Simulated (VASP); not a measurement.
Input of a VASP 6.6.1 run:

INCAR

```
PREC     = Accurate       # precision mode
ENCUT    = 910            # plane-wave cutoff, eV
EDIFF    = 1E-6           # SCF threshold, eV
ISMEAR   = -1             # smearing method
SIGMA    = 0.05           # smearing width, eV
LREAL    = F              # projectors in reciprocal space
LASPH    = T              # aspherical terms in the spheres
NELM     = 120            # most SCF steps
ALGO     = Normal         # electronic algorithm
ISIF     = 2              # what is computed and relaxed
LWAVE    = F              # write WAVECAR
LCHARG   = T              # write CHGCAR
GGA      = PS             # functional
IVDW     = 12             # dispersion correction
LELF     = T              # ELF
LVHAR    = T            
NBANDS   = 16             # bands
GGA_COMPAT= F
```

KPOINTS

```
regular mesh
0
Gamma
  10 10 10
```

Contents of POSCAR:

```
WC
1.0
    0.0000000000      2.1592042556      2.1592042556
    2.1592042556      0.0000000000      2.1592042556
    2.1592042556      2.1592042556      0.0000000000
W C
1 1
Direct
    0.0000000000      0.0000000000      0.0000000000
    0.5000000000      0.5000000000      0.5000000000
```

Potentials or basis: VASP PAW PBE potentials, release 64 (W_sv, C_h).

Command:

```bash
$ cat potpaw_PBE.64/W_sv/POTCAR potpaw_PBE.64/C_h/POTCAR > POTCAR
$ mpirun -np 1 vasp_std > vasp.out
```

**Question.** What does it give for the band gap on the k mesh?

**Answer.** Zero (band 9 reaches 14.46 eV, above the bottom of band 10 at 11.04 eV).

**Question.** What does it give for the dispersion energy per atom?

**Answer.** -0.464 eV.

**Question.** Predict the pressure.

**Answer.** 1.1 GPa.

Caveat: the cutoff is under 1.25 times the usual one of these potentials, so pressure, stress and relaxed cells hold a basis-set (Pulay) error; the PAW data sets were made with another functional, which shifts forces and pressure a little; spin-orbit coupling is left out, which moves the levels of the heavy elements; pairwise dispersion overbinds metals, which lowers pressure and volume.
